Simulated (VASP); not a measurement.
Write the native input for VASP 6.6.1 that does the following.

| Item | Value |
| --- | --- |
| Task | electric field gradients |
| Functional | PBE |
| Potentials or basis | VASP PAW PBE potentials, release 64 (Zn, S) |
| Cutoff | 520 eV |
| k mesh | 15 × 15 × 15 |
| Occupations | fermi-dirac, width 0.05 eV |
| Spin | no spin polarisation |
| Dipole correction | no |
| Further INCAR settings | ALGO = Normal; EDIFF = 1e-08; NBANDS = 16 |

The structure of ZnS (rocksalt type) lies in POSCAR:

```
ZnS
1.0
    0.0000000000      2.5935676044      2.5935676044
    2.5935676044      0.0000000000      2.5935676044
    2.5935676044      2.5935676044      0.0000000000
Zn S
1 1
Direct
    0.0000000000      0.0000000000      0.0000000000
    0.5000000000      0.5000000000      0.5000000000
```

This cell differs from its parent crystal: volume scaled by 1.05.

The input as run:

INCAR

```
PREC = Accurate
ENCUT = 520
EDIFF = 1E-8
ISMEAR = -1
SIGMA = 0.05
LREAL = F
LASPH = T
NELM = 80
ALGO = Normal
ISIF = 2
LWAVE = F
LCHARG = F
GGA = PE
LEFG = T
NBANDS = 16
```

KPOINTS

```
regular mesh
0
Gamma
  15 15 15
```

Potentials or basis: VASP PAW PBE potentials, release 64 (Zn, S).

Launch:

```sh
$ cat potpaw_PBE.64/Zn/POTCAR potpaw_PBE.64/S/POTCAR > POTCAR
$ mpirun -np 1 vasp_std > vasp.out
```

It gave:

```yaml
Pressure: -3.6 GPa
Band_gap_on_the_k_mesh: zero (band 9 reaches 3.30 eV, above the bottom of band 10 at 3.07 eV)
```

Caveat: without QUAD_EFG the Cq values of the log hold for a quadrupole moment of 1 mb, not for the nuclei.

It took 29 s on 1 thread of Intel(R) Xeon(R) 6975P-C (Granite Rapids), on a shared host, peak memory 0.2 GiB.
